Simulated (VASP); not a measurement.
Wanted: the native input for a VASP 6.6.1 run.

| Quantity | Value |
| --- | --- |
| Task | single point |
| Functional | PBEsol |
| Potentials or basis | VASP PAW PBE potentials, release 64 (Hf_pv) |
| Cutoff | 520 eV |
| k mesh | 20 × 20 × 20 |
| Occupations | gaussian, width 0.15 eV |
| Spin | no spin polarisation |
| Dipole correction | no |
| Further INCAR settings | ALGO = Fast; EDIFF = 1e-07; NBANDS = 11 |

The structure of Hf lies in POSCAR:

```
Hf
1.0
   -1.8923436658      1.8060478634      1.8060478634
    1.8060478634     -1.8923436658      1.8060478634
    1.8060478634      1.8060478634     -1.8923436658
Hf
1
Direct
    0.0000000000      0.0000000000      0.0000000000
```

This cell differs from its parent crystal: ratio of the length along [111] to the lengths across it x 0.93, volume and fractional coordinates fixed.

These files were run (other wordings do the same):

INCAR

```
ALGO = Fast ; EDIFF = 1E-7
ENCUT = 520 ; GGA = PS
ISIF = 2 ; ISMEAR = 0
LASPH = T ; LCHARG = F
LREAL = F ; LWAVE = F
NBANDS = 11 ; NELM = 100
PREC = Accurate ; SIGMA = 0.15
```

KPOINTS

```
k-points
0
Gamma
  20 20 20
```

Potentials or basis: VASP PAW PBE potentials, release 64 (Hf_pv).

The run is started by

```sh
$ cat potpaw_PBE.64/Hf_pv/POTCAR > POTCAR
$ mpirun -np 1 vasp_std > vasp.out
```

It gave:

```yaml
Pressure: -9.2 GPa
Band_gap_on_the_k_mesh: zero (band 5 reaches 5.56 eV, above the bottom of band 6 at 3.28 eV)
```

Caveat: the PAW data sets were made with another functional, which shifts forces and pressure a little; spin-orbit coupling is left out, which moves the levels of the heavy elements.

Wall time 58 s on 1 thread of Intel(R) Xeon(R) 6975P-C (Granite Rapids), with other jobs on the host, peak memory 0.31 GiB.
